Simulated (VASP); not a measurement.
Wanted: the native input for a VASP 6.6.1 run.

* Task: relaxation of volume and atoms at fixed shape
* Functional: PBEsol
* Potentials or basis: VASP PAW PBE potentials, release 64 (In_d, Al, As)
* Cutoff: 500 eV
* k mesh: 1 × 1 × 1, shifted
* Occupations: fermi-dirac, width 0.05 eV
* Spin: no spin polarisation
* Dipole correction: no
* Further INCAR settings: LREAL = Auto; ALGO = Normal; EDIFF = 1e-07; ISYM = -1; IBRION = 2; EDIFFG = -0.03; NSW = 100; ISIF = 8

The structure of Al3In5As8 lies in POSCAR:

```
Al3In5As8
1.0
   11.8606130000      0.0000000000      0.0000000000
    0.0000000000     11.8606130000      0.0000000000
    0.0000000000      0.0000000000     11.8606130000
In Al As
20 12 32
Direct
    0.0013950000      0.0012410000      0.9998080000
    0.9995510000      0.9998670000      0.5011690000
    0.4994380000      0.0005900000      0.0015070000
    0.4997600000      0.9994820000      0.4977520000
    0.4991350000      0.5009620000      0.5009760000
    0.2503540000      0.2515910000      0.9988170000
    0.2490220000      0.2485300000      0.5011090000
    0.7487510000      0.2501140000      0.0010030000
    0.7480090000      0.2472570000      0.5005570000
    0.7473220000      0.7493160000      0.5014000000
    0.2486760000      0.0042280000      0.2502370000
    0.2515650000      0.9994970000      0.7507530000
    0.2515560000      0.4987810000      0.7498840000
    0.7524630000      0.9993220000      0.2477260000
    0.7500640000      0.9975990000      0.7501470000
    0.0011330000      0.2499310000      0.2504400000
    0.9969850000      0.2482160000      0.7504570000
    0.4996120000      0.2521100000      0.2499140000
    0.4988100000      0.2490380000      0.7517750000
    0.5010950000      0.7513150000      0.7517380000
    0.0009430000      0.5002750000      0.9989110000
    0.0014130000      0.4989080000      0.5002420000
    0.4991610000      0.4992210000      0.9973490000
    0.2468150000      0.7497520000      0.0019680000
    0.2490270000      0.7480580000      0.4987330000
    0.7484390000      0.7494200000      0.0004170000
    0.2487920000      0.4981440000      0.2467050000
    0.7485930000      0.5014840000      0.2508510000
    0.7490750000      0.4976620000      0.7477980000
    0.0004210000      0.7517140000      0.2505010000
    0.0018370000      0.7502140000      0.7530710000
    0.4986030000      0.7492780000      0.2473920000
    0.1252780000      0.1252820000      0.1259100000
    0.1280190000      0.1229880000      0.6220410000
    0.1254780000      0.6218840000      0.1270920000
    0.1254340000      0.6229710000      0.6270380000
    0.6246870000      0.1236400000      0.1253450000
    0.6255780000      0.1262330000      0.6254640000
    0.6190200000      0.6250670000      0.1222760000
    0.6248410000      0.6225650000      0.6280960000
    0.3754470000      0.3765970000      0.1249910000
    0.3765760000      0.3715640000      0.6261260000
    0.3777960000      0.8755850000      0.1261520000
    0.3715680000      0.8748060000      0.6253720000
    0.8755170000      0.3747650000      0.1242940000
    0.8758210000      0.3756950000      0.6265740000
    0.8752990000      0.8767660000      0.1215260000
    0.8736880000      0.8773170000      0.6225290000
    0.3734000000      0.1266360000      0.3741910000
    0.3731430000      0.1251820000      0.8747880000
    0.3747160000      0.6245060000      0.3763980000
    0.3733370000      0.6259090000      0.8745560000
    0.8744270000      0.1241640000      0.3724520000
    0.8723590000      0.1265420000      0.8719250000
    0.8722860000      0.6261260000      0.3766440000
    0.8732120000      0.6239230000      0.8755120000
    0.1265230000      0.3765830000      0.3747210000
    0.1246970000      0.3758240000      0.8745980000
    0.1241370000      0.8728860000      0.3787690000
    0.1245550000      0.8759350000      0.8740600000
    0.6284540000      0.3783500000      0.3729250000
    0.6194420000      0.3757920000      0.8748340000
    0.6239810000      0.8721330000      0.3767450000
    0.6258850000      0.8749880000      0.8736300000
```

The input as run:

INCAR

```
SYSTEM = Al3In5As8
  PREC = Accurate
  ENCUT = 500
  EDIFF = 1E-7
  ISMEAR = -1
  SIGMA = 0.05
  LREAL = Auto
  LASPH = .TRUE.
  NELM = 120
  ALGO = Normal
  ISIF = 8
  LWAVE = .FALSE.
  LCHARG = .FALSE.
  GGA = PS
  IBRION = 2
  NSW = 100
  EDIFFG = -0.03
  ISYM = -1
  GGA_COMPAT = .FALSE.
  NELMIN = 4
  KPAR = 1
```

KPOINTS

```
explicit points
1
Reciprocal
  0.25000000   0.25000000   0.25000000 1
```

Potentials or basis: VASP PAW PBE potentials, release 64 (In_d, Al, As).

The run is started by

```console
$ cat potpaw_PBE.64/In_d/POTCAR potpaw_PBE.64/Al/POTCAR potpaw_PBE.64/As/POTCAR > POTCAR
$ mpirun -np 4 vasp_std > vasp.out
```

Results of the run:

```
Relaxed volume                        : 26.10 Å³/atom
Relaxed cell                          : a = 11.865 Å, b = 11.865 Å, c = 11.865 Å, α = 90.00°, β = 90.00°, γ = 90.00°
Space group after relaxing (to 0.1 Å) : P1 (No. 1)
Energy gained by relaxing             : 40.5 meV/atom
Ionic steps                           : 14
Pressure after relaxing               : 0.0 GPa
Largest force after relaxing          : 0.029 eV/Å
Band gap on the k mesh                : 1.41 eV
```

Caveat: the PAW data sets were made with another functional, which shifts forces and pressure a little; spin-orbit coupling is left out, which moves the levels of the heavy elements; a shifted mesh leaves out Γ, where band edges can lie.

Run time: 35 min on 4 MPI ranks on AMD EPYC 9R45 96-Core Processor (Zen 5), with other jobs on the host, peak memory 0.57 GiB a rank.
